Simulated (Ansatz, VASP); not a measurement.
## One calculation of Si2W, two programs

```
CELL_PARAMETERS angstrom
-1.58518 1.58518 3.86204
1.58518 -1.58518 3.86204
1.58518 1.58518 -3.86204
ATOMIC_POSITIONS crystal
W 0.00000 0.00000 0.00000
Si 0.66530 0.66530 0.00000
Si 0.33470 0.33470 0.00000
```

Change from the starting cell: volume scaled by 0.96.

Alike in both runs: task single point; functional LDA; k mesh 12 × 12 × 12; occupations fermi-dirac, width 0.05 eV; no spin polarisation.

|  | VASP | Ansatz |
| --- | --- | --- |
| version | VASP 6.6.1 | Ansatz 0.2.0 |
| potentials or method | VASP PAW LDA potentials, release 64 (W_sv, Si), cutoff 520 eV | all-electron LAPW, scalar-relativistic |

VASP gave:

```
gap on the k mesh at the Fermi level (eV)                     : none
pressure (GPa)                                                : 4.8
traceless stress, the component that is largest in VASP (GPa) : 0.89
rms of the force components (eV/Å)                            : 0.035
```

Task: Which values does Ansatz return?

Result: gap on the k mesh at the Fermi level (eV): none; pressure (GPa): 3.9; traceless stress, the component that is largest in VASP (GPa): 0.82; rms of the force components (eV/Å): 0.026.

LDA's correlation is that of Perdew and Zunger in VASP and of Perdew and Wang (1992) in Ansatz. Atom by atom the forces differ by 0.008 eV/Å (rms over components). A gap of «none» marks a metal or a gap that the smearing closes. Ansatz ran all-electron here, and VASP with PAW potentials.

Spin-orbit coupling is off throughout.
